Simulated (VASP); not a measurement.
CoO:

```
Co O
1.0
    -1.50800    1.50800    2.10725
     3.01600   -3.01600    4.21450
     1.50800    1.50800   -2.10725
Co O
2 2
Direct
  0.00000 0.00000 0.00000
  0.00000 0.50000 0.00000
  0.50000 0.25000 0.00000
  0.50000 0.75000 0.00000
```

Base run:

- Program: VASP 6.6.1
- Functional: PBEsol
- Potentials or basis: VASP PAW PBE potentials, release 64 (Co, O)
- Cutoff: 600 eV
- k mesh: 9 × 9 × 9
- Occupations: gaussian, width 0.05 eV
- Spin: collinear spin, antiferromagnetic start
- Starting moments: [2.8, -2.8, 0.0, 0.0] μB
- Hubbard terms: Co d U = 4.0 eV

Its results: band gap on the k mesh zero (filled and empty bands overlap); pressure -10.6 GPa; net moment 0.00 μB per cell; site moments Co +2.66, -2.66; O +0.00 μB.

The run is repeated on the same cell with these changes: moments at the start from [2.8, -2.8, 0.0, 0.0] to [2.78, -2.78, 0.0, 0.0]. What comes out?

Band gap on the k mesh 2.39 eV; pressure -5.4 GPa; net moment 0.00 μB per cell; site moments Co +2.67, -2.67; O +0.00 μB.

Caveats: the cell stands under tension; the PAW data sets were made with another functional, which shifts forces and pressure a little; an odd mesh through Γ misses points on the zone boundary, where band edges can lie (at least some runs).
